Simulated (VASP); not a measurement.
# SiC (e600) (Imm2) in VASP: notebook

SiC (e600) is run at these levels: PBEsol; tasks: single point.

Program: VASP 6.6.1. These are calculated values, not measurements. Logs are shortened: lines on timing, memory, paths and dates and some standing lists are left out, and cuts for length are marked.

## 1. The cell of the first run

Symmetry: Imm2, No. 44, orthorhombic system. Conventional cell: a = 3.081 Å, b = 3.112 Å, c = 4.334 Å, α = 90.00°, β = 90.00°, γ = 90.00°. Si (site symmetry mm2) has 4 C at 1.89 Å within 2.5 Å. C (site symmetry mm2) has 4 Si at 1.89 Å within 2.5 Å.

## 2. Single point, PBEsol (strained cell)

The input, INCAR:

```
SYSTEM = SiC
ALGO = Normal
EDIFF = 1E-6
ENCUT = 600
GGA = PS
GGA_COMPAT = .FALSE.
ISIF = 2
ISMEAR = 0
LASPH = .TRUE.
LCHARG = .FALSE.
LREAL = .FALSE.
LWAVE = .FALSE.
NBANDS = 11
NELM = 120
PREC = Accurate
SIGMA = 0.02
```

The input, KPOINTS:

```
k-points
0
G
  10 10 10
  0 0 0
```

The input, POSCAR:

```
SiC
1.0
    0.0106677765      2.1895744417      2.1668292503
    2.1895744417      0.0106677765      2.1668292503
    2.2002422182      2.2002422182      0.0000000000
Si C
1 1
Direct
    0.0004912380      0.0004912380     -0.0004912380
    0.2495087620      0.2495087620      0.2504912380
```

Potentials or basis: VASP PAW PBE potentials, release 64 (Si, C).

Run with:

```bash
$ cat potpaw_PBE.64/Si/POTCAR potpaw_PBE.64/C/POTCAR > POTCAR
$ mpirun -np 1 vasp_std > vasp.out
```

OUTCAR:

```text
SYSTEM = SiC
   EDIFF = 1E-6
   ENCUT = 600
   GGA = PS
   ISIF = 2
   ISMEAR = 0
   LASPH = .TRUE.
   LREAL = .FALSE.
   NELM = 120
   PREC = Accurate

 ion  position               nearest neighbor table
   1  0.000  0.000  1.000-   2 1.89   2 1.89   2 1.89   2 1.89
   2  0.250  0.250  0.250-   1 1.89   1 1.89   1 1.89   1 1.89

  LATTYP: Found a body centered orthorhombic cell.
 ALAT       =     3.0814393571
 B/A-ratio  =     1.0097918618
 C/A-ratio  =     1.4063747484

  Lattice vectors:

 A1 = (   2.1895744417,   0.0106677765,  -2.1668292503)
 A2 = (  -2.1895744417,  -0.0106677765,  -2.1668292503)
 A3 = (   0.0106677765,   2.1895744417,   2.1668292503)

Analysis of symmetry for initial positions (statically):
=====================================================================
 Subroutine PRICEL returns:
 Original cell was already a primitive cell.

 Routine SETGRP: Setting up the symmetry group for a
 body centered orthorhombic supercell.

 Subroutine GETGRP returns: Found  4 space group operations
 (whereof  4 operations were pure point group operations)
 out of a pool of  8 trial point group operations.

The static configuration has the point symmetry C_2v.

Analysis of symmetry for dynamics (positions and initial velocities):
=====================================================================
 Subroutine PRICEL returns:
 Original cell was already a primitive cell.

 Routine SETGRP: Setting up the symmetry group for a
 body centered orthorhombic supercell.

 Subroutine GETGRP returns: Found  4 space group operations
 (whereof  4 operations were pure point group operations)
 out of a pool of  8 trial point group operations.

The dynamic configuration has the point symmetry C_2v.

 Subroutine INISYM returns: Found  4 space group operations
 (whereof  4 operations are pure point group operations),
 and found     1 'primitive' translations

----------------------------------------------------------------------------------------

                                     Primitive cell

  volume of cell :      20.7761

  direct lattice vectors                    reciprocal lattice vectors
     0.010667777  2.189574442  2.166829250    -0.229472886  0.229472886  0.230751915
     2.189574442  0.010667777  2.166829250     0.229472886 -0.229472886  0.230751915
     2.200242218  2.200242218  0.000000000     0.227247707  0.227247707 -0.230751915

  length of vectors
     3.080503049  3.080503049  3.111612385     0.398198515  0.398198515  0.395638077

  position of ions in fractional coordinates (direct lattice)
     0.000491238  0.000491238  0.999508762
     0.249508762  0.249508762  0.250491238

  ion indices of the primitive-cell ions
   primitive index   ion index
                 1           1
                 2           2

----------------------------------------------------------------------------------------

 KPOINTS: k-points

Automatic generation of k-mesh.
 Grid dimensions read from file:
 generate k-points for:   10   10   10

 Generating k-lattice:

  Cartesian coordinates                     Fractional coordinates (reciprocal lattice)
    -0.022947289  0.022947289  0.023075192     0.100000000  0.000000000  0.000000000
     0.022947289 -0.022947289  0.023075192     0.000000000  0.100000000  0.000000000
     0.022724771  0.022724771 -0.023075192    -0.000000000 -0.000000000  0.100000000

  Length of vectors
     0.039819851  0.039819851  0.039563808

  Shift w.r.t. Gamma in fractional coordinates (k-lattice)
     0.000000000  0.000000000  0.000000000

 Subroutine IBZKPT returns following result:
 ===========================================

 Found    171 irreducible k-points:

 Following reciprocal coordinates:
            Coordinates               Weight
  0.000000  0.000000  0.000000      1.000000
  0.100000  0.000000  0.000000      4.000000
  0.200000  0.000000  0.000000      4.000000
  0.300000 -0.000000  0.000000      4.000000
  0.400000  0.000000  0.000000      4.000000
  0.500000  0.000000  0.000000      2.000000
[... 16 lines left out ...]
  0.300000  0.300000  0.000000      2.000000
  0.400000  0.300000  0.000000      4.000000
 [... further k-points ...]
   k-points           NKPTS =    171   k-points in BZ     NKDIM =    171   number of bands    NBANDS=     11
   number of dos      NEDOS =    301   number of ions     NIONS =      2
   total plane-waves  NPLWV =  21952
   dimension x,y,z NGX =    28 NGY =   28 NGZ =   28
   dimension x,y,z NGXF=    56 NGYF=   56 NGZF=   56
   ions per type =               1   1
   NGX,Y,Z   is equivalent  to a cutoff of  15.11, 15.11, 14.96 a.u.
   NGXF,Y,Z  is equivalent  to a cutoff of  30.22, 30.22, 29.92 a.u.
 SYSTEM =  SiC
   PREC   = accura    normal or accurate (medium, high low for compatibility)
   ISTART =      0    job   : 0-new  1-cont  2-samecut
   ICHARG =      2    charge: 1-file 2-atom 10-const
   ISPIN  =      1    spin polarized calculation?
   LNONCOLLINEAR =      F non collinear calculations
   LSORBIT =      F    spin-orbit coupling
   LASPH  =      T    aspherical Exc in radial PAW
   ENCUT  =  600.0 eV  44.10 Ry    6.64 a.u.   6.15  6.15  6.21*2*pi/ulx,y,z
   NELM   =    120;   NELMIN=  2; NELMDL= -5     # of ELM steps
   EDIFF  = 0.1E-05   stopping-criterion for ELM
   LREAL  =      F    real-space projection
   EDIFFG = 0.1E-04   stopping-criterion for IOM
   NSW    =      0    number of steps for IOM
   IBRION =     -1    ionic relax: 0-MD 1-quasi-New 2-CG
   NFREE  =      0    steps in history (QN), initial steepest desc. (CG)
   ISIF   =      2    stress and relaxation
   ISYM   =      2    0-nonsym 1-usesym 2-fastsym
   POTIM  = 0.5000    time-step for ionic-motion
   TEBEG  =    0.0;   TEEND  =   0.0 temperature during run
   PSTRESS=    0.0 pullay stress
   NELECT =       8.0000    total number of electrons
   NUPDOWN=      -1.0000    fix difference up-down
   EMIN   =  10.00;   EMAX   =-10.00  energy-range for DOS
   EFERMI =   0.00;   METHOD = LEGACY
   ISMEAR =     0;   SIGMA  =   0.02  broadening in eV -4-tet -1-fermi 0-gaus
   EFERMI_NEDOS =   21; number of points for ismear=-14 and -15
   IALGO  =     38    algorithm
   IMIX   =      4    mixing-type and parameters
     AMIX     =   0.40;   BMIX     =  1.00
     AMIX_MAG =   1.60;   BMIX_MAG =  1.00
  volume/ion in A,a.u.               =      10.39        70.10
  Fermi-wavevector in a.u.,A,eV,Ry     =   1.191014  2.250690 19.300062  1.418515
  Thomas-Fermi vector in A             =   2.327086
   LORBIT       =      0    0 simple, 1 ext, 2 COOP (PROOUT), +10 PAW based schemes
   GGA     = PS    functional components
   LHFCALC =     F    Hartree Fock is set to
   AEXX    =    0.0000 exact exchange contribution
   IVDW    =     0    specifies the selected vdW correction
   LEPSILON=     F    determine dielectric tensor
   LRPA    =     F    only Hartree local field effects (RPA)
 non-spin polarized calculation
 Gauss-broadening in eV      SIGMA  =   0.02
  energy-cutoff  :      600.00
  volume of cell :       20.78
 maximum number of plane-waves:       705
 NGX is ok and might be reduce to    28
   NGX = 13   NGY = 13   NGZ = 13

 number of electron       8.0000000 magnetization

 Free energy of the ion-electron system (eV)
  ---------------------------------------------------
  ext. energy  EPLUGINS =         0.00000000
  ---------------------------------------------------
  free energy    TOTEN  =       -15.91333454 eV

  energy without entropy =      -15.91333454  energy(sigma->0) =      -15.91333454

 E-fermi :   8.2334     XC(G=0): -11.4876

 val. band max:        8.0564349541   @ k =   0.0000   0.0000   0.0000
 cond. band min:       9.1811588690   @ k =   0.5000   0.5000   0.0000
 fundamental gap:      1.1247239149
 Fermi energy:         8.2334420003

 k-point     1 :       0.0000    0.0000    0.0000
  band No.  band energies     occupation
      1      -7.3816      2.00000
      2       7.9415      2.00000
      3       8.0352      2.00000
      4       8.0564      2.00000
      5      14.1282      0.00000
      6      15.1337      0.00000
      7      15.2303      0.00000
      8      15.3382      0.00000
      9      22.2870      0.00000
     10      22.5962      0.00000
     11      24.2114      0.00000

 k-point     2 :       0.1000    0.0000    0.0000
  band No.  band energies     occupation
      1      -7.1846      2.00000
      2       7.0360      2.00000
      3       7.8009      2.00000
      4       7.9154      2.00000
      5      14.3365      0.00000
      6      15.3801      0.00000
      7      15.4940      0.00000
      8      15.6204      0.00000
      9      21.3105      0.00000
     10      21.5929      0.00000
     11      24.0359      0.00000

 k-point     3 :       0.2000    0.0000    0.0000
  band No.  band energies     occupation
      1      -6.6020      2.00000
      2       4.9143      2.00000
      3       7.4800      2.00000
      4       7.6083      2.00000
      5      14.0446      0.00000
      6      15.7268      0.00000
      7      15.8806      0.00000
      8      16.7549      0.00000
      9      20.6619      0.00000
     10      20.8830      0.00000
     11      23.1527      0.00000
[... 267 lines left out ...]
 k-point    23 :       0.3000    0.3000    0.0000
  band No.  band energies     occupation
      1      -5.0762      2.00000
      2       3.7228      2.00000
      3       5.4939      2.00000
      4       5.6527      2.00000
      5      11.0396      0.00000
      6      13.4192      0.00000
      7      19.4021      0.00000
      8      19.4452      0.00000
      9      20.4090      0.00000
     10      24.9052      0.00000
     11      29.5408      0.00000

 k-point    24 :       0.4000    0.3000    0.0000
  band No.  band energies     occupation
      1      -4.1943      2.00000
      2       2.4976      2.00000
      3       4.8606      2.00000
      4       5.2239      2.00000
      5      10.6923      0.00000
      6      13.4472      0.00000
      7      19.5453      0.00000
      8      19.7834      0.00000
      9      21.7077      0.00000
     10      25.9168      0.00000
     11      29.1752      0.00000

 [... further k-points ...]

------------------------ aborting loop because EDIFF is reached ----------------------------------------

  FORCE on cell =-STRESS in cart. coord.  units (eV):
  Direction    XX          YY          ZZ          XY          YZ          ZX
  --------------------------------------------------------------------------------------
  -------------------------------------------------------------------------------------
  Total       -0.2204603     -0.2204603      0.1105644     -0.3033772      0.0000000      0.0000000
  in kB      -17.0011083    -17.0011083      8.5263256    -23.3953565      0.0000000      0.0000000
  external PRESSURE =      -8.4919637 kB  Pullay stress =       0.0000000 kB

 VOLUME and BASIS-vectors are now :
 -----------------------------------------------------------------------------
  energy-cutoff  :      600.00
  volume of cell :       20.78
      direct lattice vectors                 reciprocal lattice vectors
     0.010667777  2.189574442  2.166829250    -0.229472886  0.229472886  0.230751915
     2.189574442  0.010667777  2.166829250     0.229472886 -0.229472886  0.230751915
     2.200242218  2.200242218  0.000000000     0.227247707  0.227247707 -0.230751915

 POSITION                                       TOTAL-FORCE (eV/Angst)
 -----------------------------------------------------------------------------------
      2.20024      2.20024      0.00213        -0.000000     -0.000000      0.000880
      1.10012      1.10012      1.08129         0.000000      0.000000     -0.000880
 -----------------------------------------------------------------------------------
    total drift:                               -0.000000     -0.000000     -0.000012

  FREE ENERGIE OF THE ION-ELECTRON SYSTEM (eV)
  ---------------------------------------------------
  free  energy   TOTEN  =       -15.9133345446 eV

  energy  without entropy=      -15.9133345446  energy(sigma->0) =      -15.91333454
```

Run time: 42 s. Hardware: 1 thread of Intel Xeon 6975P-C, shared host; peak memory 0.18 GiB.

What came out:

| Quantity | Value |
| --- | --- |
| Free energy | -15.9133 eV |
| Pressure | -0.8 GPa |
| Band gap on the k mesh | 1.12 eV, indirect (least direct gap 4.36 eV) |

Stress tensor (GPa, compression positive):
```
-1.70 -2.34  0.00
-2.34 -1.70  0.00
 0.00  0.00  0.85
```

Caveat: the cell differs from its parent crystal (strained cell); the PAW data sets were made with another functional, which shifts forces and pressure a little. A k mesh can miss the band edges.

(Part 1 of 2 ends here.)
